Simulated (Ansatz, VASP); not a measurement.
Zn2SnO3 in VASP and in Ansatz

```xyz
6
Lattice="4.0647 0.0000 0.0000 -2.0323 3.5201 0.0000 0.0000 0.0000 9.4589" Properties=species:S:1:pos:R:3 pbc="T T T"
Zn    0.0000    2.3467    0.0000
Zn    2.0323    1.1734    0.0000
Sn    0.0000    0.0000    4.7294
O     0.0000    0.0000    0.0000
O     0.0000    0.0000    2.8700
O     0.0000    0.0000    6.5889
```

Alike in both runs: functional PBE; k mesh 12 × 12 × 4; occupations gaussian, width 0.1 eV; no spin polarisation.

Ansatz relaxed the structure, and its values are those at the end. VASP's run is a single point on that final structure, the one shown.

|  | VASP | Ansatz |
| --- | --- | --- |
| version | VASP 6.6.1 | Ansatz 0.2.0 |
| potentials or method | VASP PAW PBE potentials, release 64 (Zn, Sn_d, O), cutoff 520 eV | scalar-relativistic, plane waves, PAW |
| valence electrons in the cell | 56 | 56 |

Ansatz gave:

```
gap on the k mesh at the Fermi level (eV) : none
pressure (GPa)                            : 0.0
rms of the force components (eV/Å)        : 0.002
```

Question: Which values does VASP return?

Answer: gap on the k mesh at the Fermi level (eV): none; pressure (GPa): 0.2; rms of the force components (eV/Å): 0.030.

A gap of «none» marks a metal or a gap that the smearing closes.
